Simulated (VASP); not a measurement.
Write the native input for VASP 6.6.1 that does the following.

| Property | Result |
| --- | --- |
| Task | single point |
| Functional | LDA |
| Potentials or basis | VASP PAW LDA potentials, release 64 (Mo_sv, S) |
| Cutoff | 520 eV |
| k mesh | 18 × 18 × 18 |
| Occupations | gaussian, width 0.1 eV |
| Spin | no spin polarisation |
| Dipole correction | no |
| Further INCAR settings | ALGO = Normal; EDIFF = 1e-07; NBANDS = 20 |

The structure of MoS2 lies in POSCAR:

```
MoS2
1.0
    1.5494855387      0.8945958929      5.9335153396
   -1.5494855387      0.8945958929      5.9335153396
    0.0000000000     -1.7891917857      5.9335153396
Mo S
1 2
Direct
    0.0000000000      0.0000000000      0.0000000000
    0.7564016309      0.7564016309      0.7564016309
    0.2435983691      0.2435983691      0.2435983691
```

One way to write it, as run:

INCAR

```
SYSTEM = MoS2
ALGO = Normal ; EDIFF = 1E-7
ENCUT = 520 ; GGA = CA
ISIF = 2 ; ISMEAR = 0
LASPH = .TRUE. ; LCHARG = .FALSE.
LREAL = .FALSE. ; LWAVE = .FALSE.
NBANDS = 20 ; NELM = 100
PREC = Accurate ; SIGMA = 0.1
```

KPOINTS

```
k-points
0
G
  18 18 18
  0 0 0
```

Potentials or basis: VASP PAW LDA potentials, release 64 (Mo_sv, S).

Run with:

```bash
$ cat potpaw_LDA.64/Mo_sv/POTCAR potpaw_LDA.64/S/POTCAR > POTCAR
$ mpirun -np 1 vasp_std > vasp.out
```

It gave:

- Pressure: 0.1 GPa
- Largest force: 0.016 eV/Å
- Band gap on the k mesh: zero (bands 13 and 14 overlap by 0.56 eV)

It took 17 min on 1 thread of Intel(R) Xeon(R) Platinum 8559C (Emerald Rapids), on a shared host, peak memory 0.66 GiB.
